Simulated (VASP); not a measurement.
# Ag (R-3m) in VASP: a series of runs

Runs on Ag. Level: PBEsol. Tasks: single point.

Program: VASP 6.6.1. These are calculated values, not measurements. Logs are shortened: lines on timing, memory, paths and dates and some standing lists are left out, and cuts for length are marked.

### Step 1. The cell of the first run

Symmetry: R-3m, No. 166, trigonal system. Conventional cell: a = 2.811 Å, b = 2.811 Å, c = 20.488 Å, α = 90.00°, β = 90.00°, γ = 120.00°. Ag (site symmetry 3m) has 12 Ag at 2.79 to 2.81 Å within 3.7 Å. Ag (site symmetry -3m) has 12 Ag at 2.79 to 2.81 Å within 3.7 Å.

### Step 2. Single point, PBEsol

The input, INCAR:

```
SYSTEM = Ag
PREC = Accurate ; ENCUT = 520
EDIFF = 1E-6 ; ISMEAR = -1
SIGMA = 0.05 ; LREAL = .FALSE.
LASPH = .TRUE. ; NELM = 60
ALGO = Fast ; ISIF = 2
LWAVE = .FALSE. ; LCHARG = .FALSE.
GGA = PS ; NBANDS = 24
```

The input, KPOINTS:

```
regular mesh
0
G
  10 10 10
  0 0 0
```

The input, POSCAR:

```
Ag
1.0
    1.4055059438      0.8114692350      6.8292626212
   -1.4055059438      0.8114692350      6.8292626212
    0.0000000000     -1.6229384700      6.8292626212
Ag
3
Direct
    0.2223397540      0.2223397540      0.2223397540
    0.7776602460      0.7776602460      0.7776602460
    0.0000000000      0.0000000000      0.0000000000
```

Potentials or basis: VASP PAW PBE potentials, release 64 (Ag).

On the command line:

```console
cat potpaw_PBE.64/Ag/POTCAR > POTCAR
mpirun -np 1 vasp_std > vasp.out
```

OUTCAR:

```text
SYSTEM = Ag
   PREC = Accurate
   ENCUT = 520
   EDIFF = 1E-6
   ISMEAR = -1
   LREAL = .FALSE.
   LASPH = .TRUE.
   NELM = 60
   ISIF = 2
   GGA = PS

 ion  position               nearest neighbor table
   1  0.222  0.222  0.222-   3 2.79   3 2.79   3 2.79   2 2.80   2 2.80   2 2.80
   2  0.778  0.778  0.778-   3 2.79   3 2.79   3 2.79   1 2.80   1 2.80   1 2.80
   3  0.000  0.000  0.000-   2 2.79   1 2.79   2 2.79   2 2.79   1 2.79   1 2.79

  LATTYP: Found a trigonal (rhomboedric) cell.
 ALAT       =     7.0194556218
 COS(alpha) =     0.9198158549

  Lattice vectors:

 A1 = (   1.4055059438,   0.8114692350,   6.8292626212)
 A2 = (  -1.4055059438,   0.8114692350,   6.8292626212)
 A3 = (   0.0000000000,  -1.6229384700,   6.8292626212)

Analysis of symmetry for initial positions (statically):
=====================================================================
 Subroutine PRICEL returns:
 Original cell was already a primitive cell.

 Routine SETGRP: Setting up the symmetry group for a
 trigonal (rhombohedral) supercell.

 Subroutine GETGRP returns: Found 12 space group operations
 (whereof 12 operations were pure point group operations)
 out of a pool of 12 trial point group operations.

The static configuration has the point symmetry D_3d.

Analysis of symmetry for dynamics (positions and initial velocities):
=====================================================================
 Subroutine PRICEL returns:
 Original cell was already a primitive cell.

 Routine SETGRP: Setting up the symmetry group for a
 trigonal (rhombohedral) supercell.

 Subroutine GETGRP returns: Found 12 space group operations
 (whereof 12 operations were pure point group operations)
 out of a pool of 12 trial point group operations.

The dynamic configuration has the point symmetry D_3d.

 Subroutine INISYM returns: Found 12 space group operations
 (whereof 12 operations are pure point group operations),
 and found     1 'primitive' translations

----------------------------------------------------------------------------------------

                                     Primitive cell

  volume of cell :      46.7337

  direct lattice vectors                    reciprocal lattice vectors
     1.405505944  0.811469235  6.829262621     0.355743782  0.205388768  0.048809564
    -1.405505944  0.811469235  6.829262621    -0.355743782  0.205388768  0.048809564
[... 80 lines left out ...]
   ICHARG =      2    charge: 1-file 2-atom 10-const
   ISPIN  =      1    spin polarized calculation?
   LNONCOLLINEAR =      F non collinear calculations
   LSORBIT =      F    spin-orbit coupling
   LASPH  =      T    aspherical Exc in radial PAW
   ENCUT  =  520.0 eV  38.22 Ry    6.18 a.u.  13.05 13.05 13.05*2*pi/ulx,y,z
   NELM   =     60;   NELMIN=  2; NELMDL= -5     # of ELM steps
   EDIFF  = 0.1E-05   stopping-criterion for ELM
   LREAL  =      F    real-space projection
   EDIFFG = 0.1E-04   stopping-criterion for IOM
   NSW    =      0    number of steps for IOM
   IBRION =     -1    ionic relax: 0-MD 1-quasi-New 2-CG
   NFREE  =      0    steps in history (QN), initial steepest desc. (CG)
   ISIF   =      2    stress and relaxation
   ISYM   =      2    0-nonsym 1-usesym 2-fastsym
   POTIM  = 0.5000    time-step for ionic-motion
   TEBEG  =    0.0;   TEEND  =   0.0 temperature during run
   PSTRESS=    0.0 pullay stress
   NELECT =      33.0000    total number of electrons
   NUPDOWN=      -1.0000    fix difference up-down
   EMIN   =  10.00;   EMAX   =-10.00  energy-range for DOS
   EFERMI =   0.00;   METHOD = LEGACY
   ISMEAR =    -1;   SIGMA  =   0.05  broadening in eV -4-tet -1-fermi 0-gaus
   EFERMI_NEDOS =   21; number of points for ismear=-14 and -15
   IALGO  =     68    algorithm
   IMIX   =      4    mixing-type and parameters
     AMIX     =   0.40;   BMIX     =  1.00
     AMIX_MAG =   1.60;   BMIX_MAG =  1.00
  volume/ion in A,a.u.               =      15.58       105.12
  Fermi-wavevector in a.u.,A,eV,Ry     =   1.457817  2.754874 28.915497  2.125229
  Thomas-Fermi vector in A             =   2.574574
   LORBIT       =      0    0 simple, 1 ext, 2 COOP (PROOUT), +10 PAW based schemes
   GGA     = PS    functional components
   LHFCALC =     F    Hartree Fock is set to
   AEXX    =    0.0000 exact exchange contribution
   IVDW    =     0    specifies the selected vdW correction
   LEPSILON=     F    determine dielectric tensor
   LRPA    =     F    only Hartree local field effects (RPA)
 non-spin polarized calculation
 RMM-DIIS sequential band-by-band and
  energy-cutoff  :      520.00
  volume of cell :       46.73
 maximum number of plane-waves:      1273
 NGX is ok and might be reduce to    54
   NGX = 27   NGY = 27   NGZ = 27

 number of electron      32.9999994 magnetization

 Free energy of the ion-electron system (eV)
  ---------------------------------------------------
  ext. energy  EPLUGINS =         0.00000000
  ---------------------------------------------------
  free energy    TOTEN  =        -9.79901947 eV

  energy without entropy =       -9.78968837  energy(sigma->0) =       -9.79435392

 E-fermi :   9.4753     XC(G=0): -12.9587

 val. band max:        9.4736277888   @ k =   0.3000   0.1000   0.1000
 cond. band min:       9.4952106612   @ k =  -0.1000   0.2000   0.1000
 fundamental gap:      0.0215828724
 Fermi energy:         9.4753062566

 k-point     1 :       0.0000    0.0000    0.0000
  band No.  band energies     occupation
      1       1.0272      2.00000
      2       2.6924      2.00000
      3       2.7082      2.00000
      4       4.3986      2.00000
      5       4.3986      2.00000
      6       4.4653      2.00000
[... 637 lines left out ...]
     23      22.5814      0.00000
     24      23.4214      0.00000

 [... further k-points ...]
[... 5 lines left out ...]
  --------------------------------------------------------------------------------------
  -------------------------------------------------------------------------------------
  Total        2.8209243      2.8209243      2.8249489      0.0000000      0.0000000      0.0000000
  in kB       96.7101843     96.7101843     96.8481581      0.0000000      0.0000000      0.0000000
  external PRESSURE =      96.7561756 kB  Pullay stress =       0.0000000 kB

 VOLUME and BASIS-vectors are now :
 -----------------------------------------------------------------------------
  energy-cutoff  :      520.00
  volume of cell :       46.73
      direct lattice vectors                 reciprocal lattice vectors
     1.405505944  0.811469235  6.829262621     0.355743782  0.205388768  0.048809564
    -1.405505944  0.811469235  6.829262621    -0.355743782  0.205388768  0.048809564
     0.000000000 -1.622938470  6.829262621     0.000000000 -0.410777537  0.048809564

 POSITION                                       TOTAL-FORCE (eV/Angst)
 -----------------------------------------------------------------------------------
      0.00000      0.00000      4.55525         0.000000      0.000000     -0.000742
      0.00000      0.00000     15.93254         0.000000     -0.000000      0.000742
      0.00000      0.00000      0.00000         0.000000     -0.000000     -0.000000
 -----------------------------------------------------------------------------------
    total drift:                               -0.000000     -0.000000      0.000000

  FREE ENERGIE OF THE ION-ELECTRON SYSTEM (eV)
  ---------------------------------------------------
  free  energy   TOTEN  =        -9.7990194685 eV

  energy  without entropy=       -9.7896883731  energy(sigma->0) =       -9.79435392
```

OSZICAR:

```text
N       E                     dE             d eps       ncg     rms          rms(c)
DAV:   1     0.214398266864E+03    0.21440E+03   -0.16671E+04  5576   0.135E+03
DAV:   2    -0.730945573772E+01   -0.22171E+03   -0.20717E+03  5784   0.319E+02
DAV:   3    -0.109165561923E+02   -0.36071E+01   -0.35959E+01  6680   0.476E+01
DAV:   4    -0.109296841350E+02   -0.13128E-01   -0.13127E-01  6264   0.276E+00
DAV:   5    -0.109298087428E+02   -0.12461E-03   -0.12461E-03  6856   0.292E-01    0.123E+01
RMM:   6    -0.985532165516E+01    0.10745E+01   -0.26223E+00  5571   0.120E+01    0.709E+00
RMM:   7    -0.981120633155E+01    0.44115E-01   -0.80425E-02  5767   0.226E+00    0.361E+00
RMM:   8    -0.979911688956E+01    0.12089E-01   -0.92832E-03  5897   0.801E-01    0.387E-01
RMM:   9    -0.979899848260E+01    0.11841E-03   -0.87730E-04  6094   0.220E-01    0.572E-02
RMM:  10    -0.979902668192E+01   -0.28199E-04   -0.16679E-04  6120   0.840E-02    0.106E-01
RMM:  11    -0.979902149383E+01    0.51881E-05   -0.50532E-05  6047   0.550E-02    0.210E-02
RMM:  12    -0.979901926628E+01    0.22275E-05   -0.64038E-06  5390   0.168E-02    0.968E-03
RMM:  13    -0.979901946852E+01   -0.20224E-06   -0.16714E-06  4152   0.753E-03
   1 F= -.97990195E+01 E0= -.97943539E+01  d E =-.933110E-02
```

stdout:

```text
POSCAR found type information on POSCAR Ag
 POSCAR found :  1 types and       3 ions
 scaLAPACK will be used
 -----------------------------------------------------------------------------
|                                                                             |
|                                                                             |
|     You enforced a specific xc type in the INCAR file but a different       |
|     I HOPE YOU KNOW WHAT YOU ARE DOING!                                     |
|                                                                             |
 -----------------------------------------------------------------------------

 LDA part: xc-table for (Slater+PW92), standard interpolation
 POSCAR, INCAR and KPOINTS ok, starting setup
 FFT: planning ... GRIDC
 FFT: planning ... GRID_SOFT
 FFT: planning ... GRID
 WAVECAR not read
 entering main loop
```

It took 4.6 min on 1 thread of Intel Xeon 6975P-C (Granite Rapids), shared host; peak memory 0.43 GiB.

What came out:

```yaml
Free_energy: -9.7990 eV
Pressure: 9.7 GPa
```

Levels at points of the mesh, in eV from the Fermi level:
```
           k point  band 14  band 15  band 16  band 17  band 18  band 19  band 20  band 21
(0.00, 0.00, 0.00)    -3.56    -3.31    -3.31    -3.16    -3.16     8.78     8.82    15.70
(0.50, 0.00, 0.00)    -2.77    -2.76    -0.18     1.20     1.48     5.53     5.65     6.92
(0.50, 0.50, 0.00)    -2.75    -2.71     0.04     0.57     1.75     4.69     6.52     9.08
(0.50, 0.50, 0.50)    -3.70    -3.70    -2.98    -2.98    -0.57     4.30    14.70    15.09
```

Caveat: the PAW data sets were made with another functional, which shifts forces and pressure a little.

### Step 3. Single point, PBEsol

This run uses another cell than the first one, of 16.08 Å³/atom, 1.032 times its volume.

The input, INCAR:

```
SYSTEM = Ag
PREC = Accurate
ENCUT = 520
EDIFF = 1E-6
ISMEAR = -1
SIGMA = 0.05
LREAL = .False.
LASPH = .True.
NELM = 100
ALGO = Fast
ISIF = 2
LWAVE = .False.
LCHARG = .False.
GGA = PS
NBANDS = 24
```

The input, KPOINTS:

```
Automatic mesh
0
Gamma
  10 10 10
  0 0 0
```

The input, POSCAR:

```
Ag
1.0
    1.4201094845      0.8199005932      6.9050273480
   -1.4201094845      0.8199005932      6.9050273480
    0.0000000000     -1.6398011863      6.9050273480
Ag
3
Direct
    0.2223254849      0.2223254849      0.2223254849
    0.7776745151      0.7776745151      0.7776745151
    0.0000000000      0.0000000000      0.0000000000
```

Potentials or basis: VASP PAW PBE potentials, release 64 (Ag).

On the command line:

```console
cat potpaw_PBE.64/Ag/POTCAR > POTCAR
mpirun -np 1 vasp_std > vasp.out
```

Wall time 4.4 min (1 thread of Intel Xeon 6975P-C (Granite Rapids), shared host); peak memory 0.43 GiB.

The run converged. Its results:

```yaml
Free_energy: -9.8670 eV
Pressure: 4.8 GPa
```

Levels at points of the mesh, in eV from the Fermi level:
```tsv
k point	band 15	band 16	band 17	band 18	band 19	band 20
(0.00, 0.00, 0.00)	-3.27	-3.27	-3.13	-3.13	8.54	8.58
(0.50, 0.00, 0.00)	-2.75	-0.14	1.21	1.43	5.34	5.47
(0.50, 0.50, 0.00)	-2.70	0.11	0.57	1.69	4.50	6.36
(0.50, 0.50, 0.50)	-3.64	-2.95	-2.95	-0.49	4.10	14.56
```

Caveat: the PAW data sets were made with another functional, which shifts forces and pressure a little.

### Step 4. Single point, PBEsol

This run uses another cell than the first one, of 16.44 Å³/atom, 1.055 times its volume.

The input, INCAR:

```
PREC = Accurate
ENCUT = 520
EDIFF = 1E-7
ISMEAR = -1
SIGMA = 0.05
LREAL = F
LASPH = T
NELM = 60
ALGO = Fast
ISIF = 2
LWAVE = F
LCHARG = T
GGA = PS
LELF = T
LVHAR = T
NBANDS = 24
```

The input, KPOINTS:

```
Automatic mesh
0
Gamma
  10 10 10
```

The input, POSCAR:

```
Ag
1.0
    1.4306306915      0.8259750149      6.9557340568
   -1.4306306915      0.8259750149      6.9557340568
    0.0000000000     -1.6519500297      6.9557340569
Ag
3
Direct
    0.2223196759      0.2223196759      0.2223196759
    0.7776803241      0.7776803241      0.7776803241
    0.0000000000      0.0000000000      0.0000000000
```

On the command line:

```console
cat potpaw_PBE.64/Ag/POTCAR > POTCAR
mpirun -np 1 vasp_std > vasp.out
```

It took 5.7 min on 1 thread of Intel Xeon 6975P-C (Granite Rapids), shared host; peak memory 0.44 GiB.

Results (log left out):

```
Free energy : -9.8894 eV
Pressure    : 1.8 GPa
```

Levels at points of the mesh, in eV from the Fermi level:
```tsv
k point	band 13	band 14	band 15	band 16	band 17	band 18	band 19	band 20	band 21	band 22
(0.00, 0.00, 0.00)	-3.37	-3.36	-3.24	-3.24	-3.11	-3.11	8.39	8.42	15.60	16.05
(0.50, 0.00, 0.00)	-2.75	-2.75	-2.75	-0.10	1.22	1.39	5.21	5.36	6.59	11.40
(0.50, 0.50, 0.00)	-2.76	-2.74	-2.70	0.16	0.56	1.65	4.37	6.25	8.72	8.80
(0.50, 0.50, 0.50)	-3.76	-3.60	-3.60	-2.94	-2.94	-0.42	3.97	14.45	14.71	15.92
```

Caveat: the PAW data sets were made with another functional, which shifts forces and pressure a little.

### Step 5. Single point, PBEsol

This run uses another cell than the first one, of 16.71 Å³/atom, 1.073 times its volume.

The input, INCAR:

```
PREC = Accurate
ENCUT = 520
EDIFF = 1E-7
ISMEAR = -1
SIGMA = 0.05
LREAL = False
LASPH = True
NELM = 100
ALGO = Fast
ISIF = 2
LWAVE = False
LCHARG = False
GGA = PS
NBANDS = 24
```

KPOINTS is that of step 4.

The input, POSCAR:

```
Ag
1.0
    1.4389342417      0.8307690718      6.9897522051
   -1.4389342417      0.8307690718      6.9897522051
    0.0000000000     -1.6615381435      6.9897522051
Ag
3
Direct
    0.2223195185      0.2223195185      0.2223195185
    0.7776804815      0.7776804815      0.7776804815
    0.0000000000      0.0000000000      0.0000000000
```

Potentials or basis: VASP PAW PBE potentials, release 64 (Ag).

On the command line:

```console
cat potpaw_PBE.64/Ag/POTCAR > POTCAR
mpirun -np 1 vasp_std > vasp.out
```

OUTCAR:

```text
PREC = Accurate
   ENCUT = 520
   EDIFF = 1E-7
   ISMEAR = -1
   LREAL = False
   LASPH = True
   NELM = 100
   ISIF = 2
   GGA = PS

 ion  position               nearest neighbor table
   1  0.222  0.222  0.222-   3 2.86   3 2.86   3 2.86   2 2.87   2 2.87   2 2.87
   2  0.778  0.778  0.778-   3 2.86   3 2.86   3 2.86   1 2.87   1 2.87   1 2.87
   3  0.000  0.000  0.000-   2 2.86   1 2.86   2 2.86   2 2.86   1 2.86   1 2.86

  LATTYP: Found a trigonal (rhomboedric) cell.
 ALAT       =     7.1845212013
 COS(alpha) =     0.9197737987

  Lattice vectors:

[... 839 lines left out ...]

  FORCE on cell =-STRESS in cart. coord.  units (eV):
  Direction    XX          YY          ZZ          XY          YZ          ZX
  --------------------------------------------------------------------------------------
  -------------------------------------------------------------------------------------
  Total       -0.0592933     -0.0592933     -0.0568727      0.0000000     -0.0000000      0.0000000
  in kB       -1.8948803     -1.8948803     -1.8175241      0.0000000     -0.0000000      0.0000000
  external PRESSURE =      -1.8690949 kB  Pullay stress =       0.0000000 kB

 VOLUME and BASIS-vectors are now :
 -----------------------------------------------------------------------------
  energy-cutoff  :      520.00
  volume of cell :       50.13
      direct lattice vectors                 reciprocal lattice vectors
     1.438934242  0.830769072  6.989752205     0.347479395  0.200617322  0.047688863
    -1.438934242  0.830769072  6.989752205    -0.347479395  0.200617322  0.047688863
     0.000000000 -1.661538144  6.989752205     0.000000000 -0.401234645  0.047688863

 POSITION                                       TOTAL-FORCE (eV/Angst)
 -----------------------------------------------------------------------------------
      0.00000      0.00000      4.66188         0.000000     -0.000000     -0.000523
      0.00000      0.00000     16.30738         0.000000      0.000000      0.000523
      0.00000      0.00000      0.00000         0.000000      0.000000      0.000000
 -----------------------------------------------------------------------------------
    total drift:                                0.000000      0.000000     -0.000000

  FREE ENERGIE OF THE ION-ELECTRON SYSTEM (eV)
  ---------------------------------------------------
  free  energy   TOTEN  =        -9.8938525550 eV

  energy  without entropy=       -9.8846179366  energy(sigma->0) =       -9.88923525
```

stdout:

```text
POSCAR found type information on POSCAR Ag
 POSCAR found :  1 types and       3 ions
 scaLAPACK will be used
 -----------------------------------------------------------------------------
|                                                                             |
|                                                                             |
|     You enforced a specific xc type in the INCAR file but a different       |
|     I HOPE YOU KNOW WHAT YOU ARE DOING!                                     |
|                                                                             |
 -----------------------------------------------------------------------------

 LDA part: xc-table for (Slater+PW92), standard interpolation
 POSCAR, INCAR and KPOINTS ok, starting setup
 FFT: planning ... GRIDC
 FFT: planning ... GRID_SOFT
 FFT: planning ... GRID
 WAVECAR not read
 entering main loop
```

Run time: 5.3 min. Hardware: 1 thread of Intel Xeon 6975P-C (Granite Rapids), shared host; peak memory 0.44 GiB.

What came out:

```yaml
Free_energy: -9.8939 eV
Pressure: -0.2 GPa
```

Caveat: the PAW data sets were made with another functional, which shifts forces and pressure a little.

### Step 6. Summary

```csv
cell,further INCAR settings,gap on the mesh (eV),pressure (GPa)
"a = 7.019 Å, angles 23.1°, 3 atoms",ALGO = Fast; EDIFF = 1e-06; NBANDS = 24,none,9.7
"a = 7.097 Å, angles 23.1°, 3 atoms",ALGO = Fast; EDIFF = 1e-06; NBANDS = 24,none,4.8
"a = 7.149 Å, angles 23.1°, 3 atoms",ALGO = Fast; EDIFF = 1e-07; NBANDS = 24,none,1.8
"a = 7.185 Å, angles 23.1°, 3 atoms",ALGO = Fast; EDIFF = 1e-07; NBANDS = 24,none,-0.2
```

Alike in all rows: task single point; level PBEsol; potentials or basis VASP PAW PBE potentials, release 64 (Ag); no spin polarisation; k mesh 10 × 10 × 10; cutoff (eV) 520; smearing fermi-dirac 0.05 eV.

Caveats: the PAW data sets were made with another functional, which shifts forces and pressure a little.

Absolute energies hang on the potentials; compare differences alone.
